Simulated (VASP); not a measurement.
MgS, 2 atoms in the cell. Symmetry: Fm-3m, No. 225, cubic system. The conventional cell has a = 5.182 Å, b = 5.182 Å, c = 5.182 Å, α = 90.00°, β = 90.00°, γ = 90.00°. Within 3.4 Å of Mg (site symmetry m-3m) lie 6 S at 2.59 Å. Within 3.4 Å of S (site symmetry m-3m) lie 6 Mg at 2.59 Å. 

- Program: VASP 6.6.1
- Task: relaxation of cell and atoms
- Functional: PBEsol
- Potentials or basis: VASP PAW PBE potentials, release 64 (Mg, S)
- Cutoff: 600 eV
- k mesh: 8 × 8 × 8
- Occupations: gaussian, width 0.01 eV
- Spin: no spin polarisation
- Target pressure: -2 GPa
- Dipole correction: no
- Further INCAR settings: ALGO = Normal; EDIFF = 1e-07; IBRION = 2; EDIFFG = -0.002; NSW = 100; ISIF = 3

Potentials or basis: VASP PAW PBE potentials, release 64 (Mg, S).

Command:

```console
$ cat potpaw_PBE.64/Mg/POTCAR potpaw_PBE.64/S/POTCAR > POTCAR
$ mpirun -np 1 vasp_std > vasp.out
```

Hardware: 1 thread of AMD EPYC 7R43 64-Core Processor (Zen 3), on a shared host.

How long does it take, and how much memory?

It took 33 s on 1 thread of AMD EPYC 7R43 64-Core Processor (Zen 3), with other jobs on the host, peak memory 0.14 GiB. Counts: scf iterations 28, k points 29, ion steps 3.
